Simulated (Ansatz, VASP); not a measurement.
# One calculation of MgI2, two programs

```xyz
3
Lattice="4.1487 0.0000 0.0000 -2.0744 3.5929 0.0000 0.0000 0.0000 6.8054" Properties=species:S:1:pos:R:3 pbc="T T T"
Mg    0.0000    0.0000    0.0000
I     0.0000    2.3953    5.0183
I     2.0744    1.1976    1.7871
```

Alike in both runs: task single point; functional LDA; k mesh 6 × 6 × 4; occupations gaussian, width 0.05 eV; no spin polarisation.

|  | VASP | Ansatz |
| --- | --- | --- |
| version | VASP 6.6.1 | Ansatz 0.2.0 |
| potentials or method | VASP PAW LDA potentials, release 64 (Mg, I), cutoff 520 eV | scalar-relativistic, plane waves, PAW |
| valence electrons in the cell | 16 | 44 |

```csv
,VASP,Ansatz,Ansatz less VASP
gap on the k mesh at the Fermi level (eV),3.14,3.13,-0.003
least direct gap on the mesh (eV),3.14,3.13,-0.008
pressure (GPa),-2.9,-2.8,+0.11
"traceless stress, the component that is largest in VASP (GPa)",-0.85,-0.87,-0.012
rms of the force components (eV/Å),0.342,0.335,-0.0067
```

LDA's correlation is that of Perdew and Zunger in VASP and of Perdew and Wang (1992) in Ansatz. Atom by atom the forces differ by 0.007 eV/Å (rms over components). VASP's potentials hold 16 valence electrons a cell and Ansatz's 44, so a difference there can come from the potentials and not from the codes.

Neither program's run includes spin-orbit coupling.
